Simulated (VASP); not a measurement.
# BH12C3N (R3m) in VASP: notebook

Runs on BH12C3N. Level: PBE+D3(BJ). Tasks: single point, relaxation of cell and atoms.

All numbers are computed with VASP 6.6.1; they aren't measurements. Logs are shortened: lines on timing, memory, paths and dates and some standing lists are left out, and cuts for length are marked.

## (1) The cell of the first run

It takes space group R3m (No. 160, trigonal). Conventional cell: a = 9.079 Å, b = 9.079 Å, c = 5.892 Å, α = 90.00°, β = 90.00°, γ = 120.00°. B (site symmetry 3m) has 3 H at 1.16 Å and 1 N at 1.62 Å within 1.7 Å. Within 1.3 Å of H (site symmetry m) lie 1 C at 0.98 Å. H (site symmetry 1) has 1 C at 0.98 Å within 1.3 Å. Within 1.6 Å of H (site symmetry m) lie 1 B at 1.16 Å. Within 1.3 Å of C (site symmetry m) lie 3 H at 0.98 Å. Within 2.1 Å of N (site symmetry 3m) lie 3 C at 1.48 Å and 1 B at 1.62 Å and 9 H at 2.03 Å.

## (2) Single point, PBE+D3(BJ)

Contents of INCAR:

```
SYSTEM = BH12C3N
ALGO = Normal ; EDIFF = 1E-7
ENCUT = 520 ; GGA = PE
ISIF = 2 ; ISMEAR = 0
IVDW = 12 ; LASPH = .TRUE.
LCHARG = .FALSE. ; LREAL = Auto
LWAVE = .FALSE. ; NBANDS = 30
NELM = 100 ; PREC = Accurate
SIGMA = 0.1
```

Contents of KPOINTS:

```
k-points
0
G
  6 6 6
  0 0 0
```

Contents of POSCAR:

```
BH12C3N
1.0
    4.5396000000      2.6209392820      1.9640666667
   -4.5396000000      2.6209392820      1.9640666667
    0.0000000000     -5.2418785640      1.9640666667
B H C N
1 12 3 1
Direct
    0.9171000000      0.9171000000      0.9171000000
    0.3005000000      0.5615000000      0.3005000000
    0.3005000000      0.3005000000      0.5615000000
    0.5615000000      0.3005000000      0.3005000000
    0.4100000000      0.8517000000      0.5812000000
    0.5812000000      0.4100000000      0.8517000000
    0.8517000000      0.5812000000      0.4100000000
    0.5812000000      0.8517000000      0.4100000000
    0.8517000000      0.4100000000      0.5812000000
    0.4100000000      0.5812000000      0.8517000000
    0.0429500000      0.0429500000      0.8310000000
    0.8310000000      0.0429500000      0.0429500000
    0.0429500000      0.8310000000      0.0429500000
    0.4662000000      0.7311000000      0.4662000000
    0.4662000000      0.4662000000      0.7311000000
    0.7311000000      0.4662000000      0.4662000000
    0.6426000000      0.6426000000      0.6426000000
```

Potentials or basis: VASP PAW PBE potentials, release 64 (B, H, C, N).

Started as:

```console
$ cat potpaw_PBE.64/B/POTCAR potpaw_PBE.64/H/POTCAR potpaw_PBE.64/C/POTCAR potpaw_PBE.64/N/POTCAR > POTCAR
$ mpirun -np 1 vasp_std > vasp.out
```

OUTCAR:

```text
SYSTEM = BH12C3N
   EDIFF = 1E-7
   ENCUT = 520
   GGA = PE
   ISIF = 2
   ISMEAR = 0
   IVDW = 12
   LASPH = .TRUE.
   LREAL = Auto
   NELM = 100
   PREC = Accurate
 IVDW          = 12

 ion  position               nearest neighbor table
   1  0.917  0.917  0.917-  11 1.16  12 1.16  13 1.16  17 1.62
   2  0.300  0.562  0.300-  14 0.98
   3  0.300  0.300  0.562-  15 0.98
   4  0.562  0.300  0.300-  16 0.98
   5  0.410  0.852  0.581-  14 0.98
   6  0.581  0.410  0.852-  15 0.98
   7  0.852  0.581  0.410-  16 0.98
   8  0.581  0.852  0.410-  14 0.98
   9  0.852  0.410  0.581-  16 0.98
  10  0.410  0.581  0.852-  15 0.98
  11  0.043  0.043  0.831-   1 1.16
  12  0.831  0.043  0.043-   1 1.16
  13  0.043  0.831  0.043-   1 1.16
  14  0.466  0.731  0.466-   8 0.98   5 0.98   2 0.98  17 1.48
  15  0.466  0.466  0.731-   6 0.98  10 0.98   3 0.98  17 1.48
  16  0.731  0.466  0.466-   7 0.98   9 0.98   4 0.98  17 1.48
  17  0.643  0.643  0.643-  15 1.48  14 1.48  16 1.48   1 1.62

  LATTYP: Found a trigonal (rhomboedric) cell.
 ALAT       =     5.5977539023
 COS(alpha) =    -0.3153386074

  Lattice vectors:

 A1 = (   4.5396000000,   2.6209392820,   1.9640666667)
 A2 = (  -4.5396000000,   2.6209392820,   1.9640666667)
 A3 = (   0.0000000000,  -5.2418785640,   1.9640666667)

Analysis of symmetry for initial positions (statically):
=====================================================================
 Subroutine PRICEL returns:
 Original cell was already a primitive cell.

 Routine SETGRP: Setting up the symmetry group for a
 trigonal (rhombohedral) supercell.

 Subroutine GETGRP returns: Found  6 space group operations
 (whereof  6 operations were pure point group operations)
 out of a pool of 12 trial point group operations.

The static configuration has the point symmetry C_3v.

Analysis of symmetry for dynamics (positions and initial velocities):
=====================================================================
 Subroutine PRICEL returns:
 Original cell was already a primitive cell.

 Routine SETGRP: Setting up the symmetry group for a
 trigonal (rhombohedral) supercell.

 Subroutine GETGRP returns: Found  6 space group operations
 (whereof  6 operations were pure point group operations)
 out of a pool of 12 trial point group operations.

The dynamic configuration has the point symmetry C_3v.

 Subroutine INISYM returns: Found  6 space group operations
 (whereof  6 operations are pure point group operations),
 and found     1 'primitive' translations

----------------------------------------------------------------------------------------

                                     Primitive cell

  volume of cell :     140.2110

  direct lattice vectors                    reciprocal lattice vectors
     4.539600000  2.620939282  1.964066667     0.110141863  0.063590434  0.169715896
    -4.539600000  2.620939282  1.964066667    -0.110141863  0.063590434  0.169715896
     0.000000000 -5.241878564  1.964066667     0.000000000 -0.127180868  0.169715896

  length of vectors
     5.597753902  5.597753902  5.597753902     0.212081254  0.212081254  0.212081254

  position of ions in fractional coordinates (direct lattice)
     0.917100000  0.917100000  0.917100000
     0.300500000  0.561500000  0.300500000
     0.300500000  0.300500000  0.561500000
     0.561500000  0.300500000  0.300500000
     0.410000000  0.851700000  0.581200000
     0.581200000  0.410000000  0.851700000
[... 9 lines left out ...]
     0.731100000  0.466200000  0.466200000
     0.642600000  0.642600000  0.642600000

  ion indices of the primitive-cell ions
   primitive index   ion index
                 1           1
                 2           2
                 3           3
                 4           4
                 5           5
                 6           6
[... 9 lines left out ...]
                16          16
                17          17

----------------------------------------------------------------------------------------

 KPOINTS: k-points

Automatic generation of k-mesh.
 Grid dimensions read from file:
 generate k-points for:    6    6    6

 Generating k-lattice:

  Cartesian coordinates                     Fractional coordinates (reciprocal lattice)
     0.018356977  0.010598406  0.028285983     0.166666667  0.000000000  0.000000000
    -0.018356977  0.010598406  0.028285983     0.000000000  0.166666667  0.000000000
     0.000000000 -0.021196811  0.028285983     0.000000000  0.000000000  0.166666667

  Length of vectors
     0.035346876  0.035346876  0.035346876

  Shift w.r.t. Gamma in fractional coordinates (k-lattice)
     0.000000000  0.000000000  0.000000000

 Subroutine IBZKPT returns following result:
 ===========================================

 Found     32 irreducible k-points:

 Following reciprocal coordinates:
            Coordinates               Weight
  0.000000  0.000000  0.000000      1.000000
  0.166667 -0.000000 -0.000000      6.000000
  0.333333 -0.000000  0.000000      6.000000
  0.500000 -0.000000  0.000000      3.000000
  0.166667  0.166667 -0.000000      6.000000
  0.333333  0.166667  0.000000     12.000000
[... 16 lines left out ...]
  0.500000  0.500000  0.166667      6.000000
 -0.333333  0.500000  0.166667     12.000000
 [... further k-points ...]
   k-points           NKPTS =     32   k-points in BZ     NKDIM =     32   number of bands    NBANDS=     30
   number of dos      NEDOS =    301   number of ions     NIONS =     17
   total plane-waves  NPLWV =  74088
   dimension x,y,z NGX =    42 NGY =   42 NGZ =   42
   dimension x,y,z NGXF=    84 NGYF=   84 NGZF=   84
   ions per type =               1  12   3   1
   NGX,Y,Z   is equivalent  to a cutoff of  12.47, 12.47, 12.47 a.u.
   NGXF,Y,Z  is equivalent  to a cutoff of  24.95, 24.95, 24.95 a.u.
 SYSTEM =  BH12C3N
   PREC   = accura    normal or accurate (medium, high low for compatibility)
   ISTART =      0    job   : 0-new  1-cont  2-samecut
   ICHARG =      2    charge: 1-file 2-atom 10-const
   ISPIN  =      1    spin polarized calculation?
   LNONCOLLINEAR =      F non collinear calculations
   LSORBIT =      F    spin-orbit coupling
   LASPH  =      T    aspherical Exc in radial PAW
   ENCUT  =  520.0 eV  38.22 Ry    6.18 a.u.  10.41 10.41 10.41*2*pi/ulx,y,z
   NELM   =    100;   NELMIN=  2; NELMDL= -5     # of ELM steps
   EDIFF  = 0.1E-06   stopping-criterion for ELM
   LREAL  =      T    real-space projection
   EDIFFG = 0.1E-05   stopping-criterion for IOM
   NSW    =      0    number of steps for IOM
   IBRION =     -1    ionic relax: 0-MD 1-quasi-New 2-CG
   NFREE  =      0    steps in history (QN), initial steepest desc. (CG)
   ISIF   =      2    stress and relaxation
   ISYM   =      2    0-nonsym 1-usesym 2-fastsym
   POTIM  = 0.5000    time-step for ionic-motion
   TEBEG  =    0.0;   TEEND  =   0.0 temperature during run
   PSTRESS=    0.0 pullay stress
   NELECT =      32.0000    total number of electrons
   NUPDOWN=      -1.0000    fix difference up-down
   EMIN   =  10.00;   EMAX   =-10.00  energy-range for DOS
   EFERMI =   0.00;   METHOD = LEGACY
   ISMEAR =     0;   SIGMA  =   0.10  broadening in eV -4-tet -1-fermi 0-gaus
   EFERMI_NEDOS =   21; number of points for ismear=-14 and -15
   IALGO  =     38    algorithm
   IMIX   =      4    mixing-type and parameters
     AMIX     =   0.40;   BMIX     =  1.00
     AMIX_MAG =   1.60;   BMIX_MAG =  1.00
  volume/ion in A,a.u.               =       8.25        55.66
  Fermi-wavevector in a.u.,A,eV,Ry     =   1.000455  1.890585 13.618205  1.000910
  Thomas-Fermi vector in A             =   2.132812
   LORBIT       =      0    0 simple, 1 ext, 2 COOP (PROOUT), +10 PAW based schemes
   GGA     = PE    functional components
   LHFCALC =     F    Hartree Fock is set to
   AEXX    =    0.0000 exact exchange contribution
   IVDW    =    12    specifies the selected vdW correction
   LEPSILON=     F    determine dielectric tensor
   LRPA    =     F    only Hartree local field effects (RPA)
 non-spin polarized calculation
 Gauss-broadening in eV      SIGMA  =   0.10
  energy-cutoff  :      520.00
  volume of cell :      140.21
 maximum number of plane-waves:      3799
 NGX is ok and might be reduce to    42
   NGX = 21   NGY = 21   NGZ = 21

 number of electron      31.9999995 magnetization

 Free energy of the ion-electron system (eV)
  ---------------------------------------------------
  ext. energy  EPLUGINS =         0.00000000
  ---------------------------------------------------
  free energy    TOTEN  =       -83.50329538 eV

  energy without entropy =      -83.50329538  energy(sigma->0) =      -83.50329538

 E-fermi :  -2.4882     XC(G=0):  -7.2760

 val. band max:       -2.9636671868   @ k =   0.1667   0.1667  -0.0000
 cond. band min:       3.6943125782   @ k =   0.0000   0.0000   0.0000
 fundamental gap:      6.6579797650
 Fermi energy:        -2.4881690089

 k-point     1 :       0.0000    0.0000    0.0000
  band No.  band energies     occupation
      1     -20.5469      2.00000
      2     -14.8182      2.00000
      3     -14.8182      2.00000
      4     -12.5790      2.00000
      5     -10.0034      2.00000
      6      -8.5855      2.00000
[... 20 lines left out ...]
     27       9.0717      0.00000
     28       9.0717      0.00000

 k-point     2 :       0.1667   -0.0000   -0.0000
  band No.  band energies     occupation
      1     -20.5435      2.00000
      2     -14.8473      2.00000
      3     -14.8184      2.00000
      4     -12.5582      2.00000
      5     -10.0247      2.00000
      6      -8.6137      2.00000
[... 20 lines left out ...]
     27       8.9607      0.00000
     28       9.0695      0.00000

 k-point     3 :       0.3333   -0.0000    0.0000
  band No.  band energies     occupation
      1     -20.5365      2.00000
      2     -14.9036      2.00000
      3     -14.8187      2.00000
      4     -12.5201      2.00000
      5     -10.0642      2.00000
      6      -8.6666      2.00000
[... 616 lines left out ...]
      3     -14.8884      2.00000
      4     -12.3281      2.00000
      5      -9.9608      2.00000
      6      -8.7732      2.00000
[... 20 lines left out ...]
     27       9.3587      0.00000
     28       9.4307      0.00000

 k-point    24 :      -0.3333    0.5000    0.1667
  band No.  band energies     occupation
      1     -20.5245      2.00000
      2     -14.9615      2.00000
      3     -14.8827      2.00000
      4     -12.3711      2.00000
      5     -10.0334      2.00000
      6      -8.7441      2.00000
[... 20 lines left out ...]
     27       9.2066      0.00000
     28       9.4596      0.00000

 [... further k-points ...]

 [bands above 28 left out]

------------------------ aborting loop because EDIFF is reached ----------------------------------------

 Edisp (eV)   -0.85371

 E8    (eV) :    -0.1940

  FORCE on cell =-STRESS in cart. coord.  units (eV):
  Direction    XX          YY          ZZ          XY          YZ          ZX
  --------------------------------------------------------------------------------------
  -------------------------------------------------------------------------------------
  Total      16.36470    16.36470    18.64140     0.00000     0.00000     0.00000
  in kB     186.99782   186.99782   213.01344     0.00000     0.00000     0.00000
  external pressure =      195.67 kB  Pullay stress =        0.00 kB

 VOLUME and BASIS-vectors are now :
 -----------------------------------------------------------------------------
  energy-cutoff  :      520.00
  volume of cell :      140.21
      direct lattice vectors                 reciprocal lattice vectors
     4.539600000  2.620939282  1.964066667     0.110141863  0.063590434  0.169715896
    -4.539600000  2.620939282  1.964066667    -0.110141863  0.063590434  0.169715896
     0.000000000 -5.241878564  1.964066667     0.000000000 -0.127180868  0.169715896

 POSITION                                       TOTAL-FORCE (eV/Angst)
 -----------------------------------------------------------------------------------
      0.00000      0.00000      5.40374         0.000000      0.000000     -1.258181
     -1.18484      0.68407      2.28323         0.001495     -0.000863     -5.009090
      0.00000     -1.36813      2.28323         0.000000      0.001726     -5.009090
      1.18484      0.68407      2.28323        -0.001495     -0.000863     -5.009090
     -2.00514      0.26026      3.61958        -4.289127     -2.719065      1.761316
      0.77718     -1.86663      3.61958         4.499343     -2.354961      1.761316
[... 9 lines left out ...]
      1.20254      0.69429      3.26722        -3.757286     -2.169270      1.302265
      0.00000      0.00000      3.78633         0.000000      0.000000      0.386408
 -----------------------------------------------------------------------------------
    total drift:                               -0.000000      0.000000      0.050840

  FREE ENERGIE OF THE ION-ELECTRON SYSTEM (eV)
  ---------------------------------------------------
  free  energy   TOTEN  =       -84.3570032427 eV

  energy  without entropy=      -84.3570032427  energy(sigma->0) =      -84.35700324
```

Wall time 1.7 min (1 thread of AMD EPYC 9R45 (Zen 5), shared host); peak memory 0.28 GiB.

Results:

```
Free energy                : -84.3570 eV
Pressure                   : 19.6 GPa
Largest force              : 5.375 eV/Å
Band gap on the k mesh     : 6.66 eV (least direct gap 6.68 eV)
Dispersion energy per atom : -0.050 eV
```

Forces in eV/Å, atoms in the order of the input:
```
B    0.000  0.000 -1.258
H    0.001 -0.001 -5.009
H    0.000  0.002 -5.009
H   -0.001 -0.001 -5.009
H   -4.289 -2.719  1.761
H    4.499 -2.355  1.761
H   -0.210  5.074  1.761
H    0.210  5.074  1.761
H    4.289 -2.719  1.761
H   -4.499 -2.355  1.761
H    0.000  1.470  0.475
H   -1.273 -0.735  0.475
H    1.273 -0.735  0.475
C    3.757 -2.169  1.302
C    0.000  4.339  1.302
C   -3.757 -2.169  1.302
N    0.000  0.000  0.386
```

Caveat: the cell stands under pressure; forces of over 1 eV/Å act on the atoms, so gaps and moduli don't describe the material at rest. A hybrid or GW would open this gap; PBE tends to underestimate it.

[end of part 1 of 2]
